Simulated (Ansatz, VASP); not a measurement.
**One calculation of AgBr, two programs**

```
Ag Br
1.0
     0.00000    2.89276    2.89276
     2.89276    0.00000    2.89276
     2.89276    2.89276    0.00000
Ag Br
1 1
Direct
  0.00000 0.00000 0.00000
  0.50000 0.50000 0.50000
```

Alike in both runs: task single point; functional r2SCANh; k mesh 6 × 6 × 6; no spin polarisation.

|  | VASP | Ansatz |
| --- | --- | --- |
| version | VASP 6.6.1 | Ansatz 0.2.0 |
| potentials or method | VASP PAW PBE potentials, release 64 (Ag, Br) | plane waves, PAW |
| plane-wave cutoff (eV) | 440 | 500 |
| occupations | gaussian, width 0.01 eV | fixed |
| valence electrons in the cell | 18 | 26 |

|  | VASP | Ansatz | Ansatz less VASP |
| --- | --- | --- | --- |
| gap on the k mesh at the Fermi level (eV) | 1.97 | 2.01 | +0.045 |
| pressure (GPa) | 0.0 | 0.1 | +0.09 |

VASP's potentials were made for PBE, not for r2SCANh. VASP's potentials hold 18 valence electrons a cell and Ansatz's 26, so a difference there can come from the potentials and not from the codes. Ansatz's warnings: stress exchange threshold loose, stress scf threshold loose.
